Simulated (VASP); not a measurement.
Here is a VASP 6.6.1 calculation.

The input INCAR:

```
ALGO = Normal
EDIFF = 1E-7
ENCUT = 520
GGA = PE
ISIF = 2
ISMEAR = 0
LASPH = True
LCHARG = False
LREAL = False
LWAVE = False
NBANDS = 16
NELM = 60
PREC = Accurate
SIGMA = 0.05
```

Contents of KPOINTS:

```
k-points
0
Gamma
  12 12 8
```

Contents of POSCAR:

```
SiC
1.0
    3.1322574748      0.0000000000      0.0000000000
   -1.5661287374      2.7126145444      0.0000000000
    0.0000000000      0.0000000000      5.1422917869
Si C
2 2
Direct
    0.3333333333      0.6666666667      0.0045988441
    0.6666666667      0.3333333333      0.5045988441
    0.3333333333      0.6666666667      0.3804011559
    0.6666666667      0.3333333333      0.8804011559
```

Potentials or basis: VASP PAW PBE potentials, release 64 (Si, C).

Command:

```sh
$ cat potpaw_PBE.64/Si/POTCAR potpaw_PBE.64/C/POTCAR > POTCAR
$ mpirun -np 1 vasp_std > vasp.out
```

Task: Estimate the band gap on the k mesh.

Result: 2.37 eV, indirect (least direct gap 3.87 eV).

Task: Estimate the pressure.

Result: -7.8 GPa.

Task: Predict the largest force.

Result: 0.007 eV/Å.

Forces on the atoms (eV/Å):
```
Si   0.000  0.000 -0.007
Si   0.000  0.000 -0.007
C    0.000  0.000  0.007
C    0.000  0.000  0.007
```

 A k mesh can miss the band edges.
